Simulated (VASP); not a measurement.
# CuI (F-43m) in VASP: notebook

CuI is run at these levels: PBE; tasks: single point.

All numbers are computed with VASP 6.6.1; they aren't measurements. Logs are shortened: lines on timing, memory, paths and dates and some standing lists are left out, and cuts for length are marked.

### 1 The cell of the first run

It takes space group F-43m (No. 216, cubic). Conventional cell: a = 5.749 Å, b = 5.749 Å, c = 5.749 Å, α = 90.00°, β = 90.00°, γ = 90.00°. Cu (site symmetry -43m) has 4 I at 2.49 Å within 3.3 Å. I (site symmetry -43m) has 4 Cu at 2.49 Å within 3.3 Å.

### 2 Single point, PBE (strain -4.6%)

Contents of INCAR:

```
SYSTEM = CuI
  PREC = Accurate
  ENCUT = 520
  EDIFF = 1E-6
  ISMEAR = -1
  SIGMA = 0.02
  LREAL = .False.
  LASPH = .True.
  NELM = 100
  ALGO = Normal
  ISIF = 2
  LWAVE = .False.
  LCHARG = .False.
  GGA = PE
  NBANDS = 16
```

Contents of KPOINTS:

```
regular mesh
0
Gamma
  8 8 8
  0 0 0
```

Contents of POSCAR:

```
CuI
1.0
    0.0000000000      2.8746937486      2.8746937486
    2.8746937486      0.0000000000      2.8746937486
    2.8746937486      2.8746937486      0.0000000000
Cu I
1 1
Direct
    0.2500000000      0.2500000000      0.2500000000
    0.0000000000      0.0000000000      0.0000000000
```

Potentials or basis: VASP PAW PBE potentials, release 64 (Cu, I).

Launch:

```bash
cat potpaw_PBE.64/Cu/POTCAR potpaw_PBE.64/I/POTCAR > POTCAR
mpirun -np 1 vasp_std > vasp.out
```

OUTCAR:

```text
SYSTEM = CuI
   PREC = Accurate
   ENCUT = 520
   EDIFF = 1E-6
   ISMEAR = -1
   LREAL = .False.
   LASPH = .True.
   NELM = 100
   ISIF = 2
   GGA = PE

 ion  position               nearest neighbor table
   1  0.250  0.250  0.250-   2 2.49   2 2.49   2 2.49   2 2.49
   2  0.000  0.000  0.000-   1 2.49   1 2.49   1 2.49   1 2.49

  LATTYP: Found a face centered cubic cell.
 ALAT       =     5.7493874972

  Lattice vectors:

 A1 = (   0.0000000000,   2.8746937486,   2.8746937486)
 A2 = (   2.8746937486,   0.0000000000,   2.8746937486)
 A3 = (   2.8746937486,   2.8746937486,   0.0000000000)

Analysis of symmetry for initial positions (statically):
=====================================================================
 Subroutine PRICEL returns:
 Original cell was already a primitive cell.

 Routine SETGRP: Setting up the symmetry group for a
 face centered cubic supercell.

 Subroutine GETGRP returns: Found 24 space group operations
 (whereof 24 operations were pure point group operations)
 out of a pool of 48 trial point group operations.

The static configuration has the point symmetry T_d .

Analysis of symmetry for dynamics (positions and initial velocities):
=====================================================================
 Subroutine PRICEL returns:
 Original cell was already a primitive cell.

 Routine SETGRP: Setting up the symmetry group for a
 face centered cubic supercell.

 Subroutine GETGRP returns: Found 24 space group operations
 (whereof 24 operations were pure point group operations)
 out of a pool of 48 trial point group operations.

The dynamic configuration has the point symmetry T_d .

 Subroutine INISYM returns: Found 24 space group operations
 (whereof 24 operations are pure point group operations),
 and found     1 'primitive' translations

----------------------------------------------------------------------------------------

                                     Primitive cell

  volume of cell :      47.5122

  direct lattice vectors                    reciprocal lattice vectors
     0.000000000  2.874693749  2.874693749    -0.173931571  0.173931571  0.173931571
     2.874693749  0.000000000  2.874693749     0.173931571 -0.173931571  0.173931571
     2.874693749  2.874693749  0.000000000     0.173931571  0.173931571 -0.173931571

  length of vectors
     4.065430887  4.065430887  4.065430887     0.301258318  0.301258318  0.301258318

[... 73 lines left out ...]
   ICHARG =      2    charge: 1-file 2-atom 10-const
   ISPIN  =      1    spin polarized calculation?
   LNONCOLLINEAR =      F non collinear calculations
   LSORBIT =      F    spin-orbit coupling
   LASPH  =      T    aspherical Exc in radial PAW
   ENCUT  =  520.0 eV  38.22 Ry    6.18 a.u.   7.56  7.56  7.56*2*pi/ulx,y,z
   NELM   =    100;   NELMIN=  2; NELMDL= -5     # of ELM steps
   EDIFF  = 0.1E-05   stopping-criterion for ELM
   LREAL  =      F    real-space projection
   EDIFFG = 0.1E-04   stopping-criterion for IOM
   NSW    =      0    number of steps for IOM
   IBRION =     -1    ionic relax: 0-MD 1-quasi-New 2-CG
   NFREE  =      0    steps in history (QN), initial steepest desc. (CG)
   ISIF   =      2    stress and relaxation
   ISYM   =      2    0-nonsym 1-usesym 2-fastsym
   POTIM  = 0.5000    time-step for ionic-motion
   TEBEG  =    0.0;   TEEND  =   0.0 temperature during run
   PSTRESS=    0.0 pullay stress
   NELECT =      18.0000    total number of electrons
   NUPDOWN=      -1.0000    fix difference up-down
   EMIN   =  10.00;   EMAX   =-10.00  energy-range for DOS
   EFERMI =   0.00;   METHOD = LEGACY
   ISMEAR =    -1;   SIGMA  =   0.02  broadening in eV -4-tet -1-fermi 0-gaus
   EFERMI_NEDOS =   21; number of points for ismear=-14 and -15
   IALGO  =     38    algorithm
   IMIX   =      4    mixing-type and parameters
     AMIX     =   0.40;   BMIX     =  1.00
     AMIX_MAG =   1.60;   BMIX_MAG =  1.00
  volume/ion in A,a.u.               =      23.76       160.31
  Fermi-wavevector in a.u.,A,eV,Ry     =   1.184579  2.238530 19.092073  1.403228
  Thomas-Fermi vector in A             =   2.320790
   LORBIT       =      0    0 simple, 1 ext, 2 COOP (PROOUT), +10 PAW based schemes
   GGA     = PE    functional components
   LHFCALC =     F    Hartree Fock is set to
   AEXX    =    0.0000 exact exchange contribution
   IVDW    =     0    specifies the selected vdW correction
   LEPSILON=     F    determine dielectric tensor
   LRPA    =     F    only Hartree local field effects (RPA)
 non-spin polarized calculation
  energy-cutoff  :      520.00
  volume of cell :       47.51
 maximum number of plane-waves:      1303
   NGX = 15   NGY = 15   NGZ = 15

 number of electron      17.9999997 magnetization

 Free energy of the ion-electron system (eV)
  ---------------------------------------------------
  ext. energy  EPLUGINS =         0.00000000
  ---------------------------------------------------
  free energy    TOTEN  =        -5.32906574 eV

  energy without entropy =       -5.32906574  energy(sigma->0) =       -5.32906574

 E-fermi :   6.7441     XC(G=0):  -9.6935

 val. band max:        6.3146924300   @ k =   0.0000   0.0000   0.0000
 cond. band min:       7.9407650063   @ k =   0.0000   0.0000   0.0000
 fundamental gap:      1.6260725764
 Fermi energy:         6.7441175161

 k-point     1 :       0.0000    0.0000    0.0000
  band No.  band energies     occupation
      1      -8.6439      2.00000
      2       1.8605      2.00000
      3       1.8605      2.00000
      4       1.8605      2.00000
      5       3.7006      2.00000
      6       3.7006      2.00000
[... 433 lines left out ...]
      3       1.2956      2.00000
      4       1.9024      2.00000
      5       3.6118      2.00000
      6       3.7124      2.00000
[... 8 lines left out ...]
     15      17.3573      0.00000
     16      18.1853      0.00000

 [... further k-points ...]
[... 5 lines left out ...]
  --------------------------------------------------------------------------------------
  -------------------------------------------------------------------------------------
  Total        3.0078596      3.0078596      3.0078596     -0.0000000      0.0000000     -0.0000000
  in kB      101.4292907    101.4292907    101.4292907     -0.0000000      0.0000000     -0.0000000
  external PRESSURE =     101.4292907 kB  Pullay stress =       0.0000000 kB

 VOLUME and BASIS-vectors are now :
 -----------------------------------------------------------------------------
  energy-cutoff  :      520.00
  volume of cell :       47.51
      direct lattice vectors                 reciprocal lattice vectors
     0.000000000  2.874693749  2.874693749    -0.173931571  0.173931571  0.173931571
     2.874693749  0.000000000  2.874693749     0.173931571 -0.173931571  0.173931571
     2.874693749  2.874693749  0.000000000     0.173931571  0.173931571 -0.173931571

 POSITION                                       TOTAL-FORCE (eV/Angst)
 -----------------------------------------------------------------------------------
      1.43735      1.43735      1.43735         0.000000      0.000000      0.000000
      0.00000      0.00000      0.00000        -0.000000     -0.000000     -0.000000
 -----------------------------------------------------------------------------------
    total drift:                                0.000001      0.000001      0.000002

  FREE ENERGIE OF THE ION-ELECTRON SYSTEM (eV)
  ---------------------------------------------------
  free  energy   TOTEN  =        -5.3290657388 eV

  energy  without entropy=       -5.3290657388  energy(sigma->0) =       -5.32906574
```

OSZICAR:

```text
N       E                     dE             d eps       ncg     rms          rms(c)
DAV:   1     0.947711487678E+02    0.94771E+02   -0.77864E+03   928   0.126E+03
DAV:   2     0.253972062994E+00   -0.94517E+02   -0.87297E+02   952   0.240E+02
DAV:   3    -0.550998060725E+01   -0.57640E+01   -0.56911E+01  1288   0.622E+01
DAV:   4    -0.565277314120E+01   -0.14279E+00   -0.14273E+00  1104   0.899E+00
DAV:   5    -0.566051048059E+01   -0.77373E-02   -0.77372E-02  1384   0.234E+00    0.672E+00
DAV:   6    -0.555424782437E+01    0.10626E+00   -0.37672E+00   952   0.568E+01    0.427E+00
DAV:   7    -0.533272913482E+01    0.22152E+00   -0.91612E-01  1048   0.341E+01    0.217E+00
DAV:   8    -0.533255914241E+01    0.16999E-03   -0.47947E-02  1440   0.317E+00    0.584E-01
DAV:   9    -0.532886576610E+01    0.36934E-02   -0.12857E-02  1168   0.360E+00    0.167E-01
DAV:  10    -0.532904984851E+01   -0.18408E-03   -0.77293E-04  1168   0.222E-01    0.718E-02
DAV:  11    -0.532906571090E+01   -0.15862E-04   -0.26807E-04  1136   0.504E-01    0.332E-02
DAV:  12    -0.532906788819E+01   -0.21773E-05   -0.28277E-05  1472   0.507E-02    0.293E-02
DAV:  13    -0.532906670430E+01    0.11839E-05   -0.57564E-07   896   0.212E-02    0.195E-02
DAV:  14    -0.532906573878E+01    0.96552E-06   -0.67331E-06  1360   0.828E-02
   1 F= -.53290657E+01 E0= -.53290657E+01  d E =-.249664E-11
```

stdout:

```text
POSCAR found type information on POSCAR CuI
 POSCAR found :  2 types and       2 ions
 scaLAPACK will be used
 LDA part: xc-table for (Slater+PW92), standard interpolation
 POSCAR, INCAR and KPOINTS ok, starting setup
 FFT: planning ... GRIDC
 FFT: planning ... GRID_SOFT
 FFT: planning ... GRID
 WAVECAR not read
 entering main loop
```

Wall time 13 s (1 thread of Intel Xeon 6975P-C (Granite Rapids), shared host); peak memory 0.17 GiB.

Results:

```yaml
Free_energy: -5.3291 eV
Pressure: 10.1 GPa
Band_gap_on_the_k_mesh: 1.63 eV
```

Levels at points of the mesh, in eV from the valence-band top:
| k point | band 6 | band 7 | band 8 | band 9 | band 10 | band 11 | band 12 | band 13 |
| --- | --- | --- | --- | --- | --- | --- | --- | --- |
| (0.00, 0.00, 0.00) | -2.61 | 0.00 | 0.00 | 0.00 | 1.63 | 4.67 | 4.67 | 4.67 |
| (0.50, 0.00, 0.00) | -2.58 | -2.52 | -1.00 | -1.00 | 2.29 | 5.27 | 5.27 | 7.52 |
| (0.50, 0.50, 0.00) | -2.52 | -2.51 | -2.14 | -2.14 | 2.36 | 2.76 | 10.40 | 10.61 |

Caveat: the cell differs from its parent crystal (strain -4.6%); the cell stands under pressure; spin-orbit coupling is left out, which moves the levels of the heavy elements.

[end of part 1 of 2]
